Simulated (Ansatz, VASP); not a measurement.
ZnO in VASP and in Ansatz

The input POSCAR:

```
ZnO
1.0
    2.6980698408      0.0000000000      0.0000000000
    0.0000000000      2.6980698408      0.0000000000
    0.0000000000      0.0000000000      2.6980698408
Zn O
1 1
Direct
    0.0000000000      0.0000000000      0.0000000000
    0.5000000000      0.5000000000      0.5000000000
```

The input INCAR.step1:

```
ALGO = Normal
EDIFF = 1E-4
ENCUT = 520
GGA = PE
ISMEAR = -1
LASPH = T
LCHARG = F
LREAL = F
LWAVE = T
NBANDS = 16
NELM = 100
PREC = Accurate
SIGMA = 0.02
```

Contents of INCAR.step2:

```
ALGO = Normal
EDIFF = 1E-6
ENCUT = 520
ISIF = 2
ISMEAR = -1
ISTART = 1
LASPH = T
LCHARG = F
LMIXTAU = T
LREAL = F
LWAVE = F
METAGGA = R2SCAN
NBANDS = 16
NELM = 100
PREC = Accurate
SIGMA = 0.02
```

Contents of KPOINTS:

```
k-points
0
Gamma
  8 8 8
```

Input for Ansatz:

```yaml
crystal:
  lattice:
    - [2.6980698408, 0.0, 0.0]
    - [0.0, 2.6980698408, 0.0]
    - [0.0, 0.0, 2.6980698408]
  atoms:
    - { symbol: Zn, position: [0.0, 0.0, 0.0] }
    - { symbol: O, position: [0.5, 0.5, 0.5] }
kpoints:
  mp_grid: { grid: [8, 8, 8] }
hamiltonian:
  xc: r2scan
scf:
  occupations: { method: fermi_dirac, width: 0.02 }
  n_extra_bands: 4
output:
  forces: true
  stress: true
  eigenvalues: true
```

Alike in both runs: task single point; functional r2SCAN; k mesh 8 × 8 × 8; occupations fermi-dirac, width 0.02 eV; no spin polarisation.

|  | VASP | Ansatz |
| --- | --- | --- |
| version | VASP 6.6.1 | Ansatz 0.2.0 |
| potentials or method | VASP PAW PBE potentials, release 64 (Zn, O) | plane waves, PAW |
| plane-wave cutoff (eV) | 520 | 500 |
| valence electrons in the cell | 18 | 18 |

Ansatz gave:

- pressure (GPa): -9.7

Problem. Estimate VASP's values.

Solution. Pressure (GPa): -8.8.

VASP's potentials were made for PBE, not for r2SCAN.
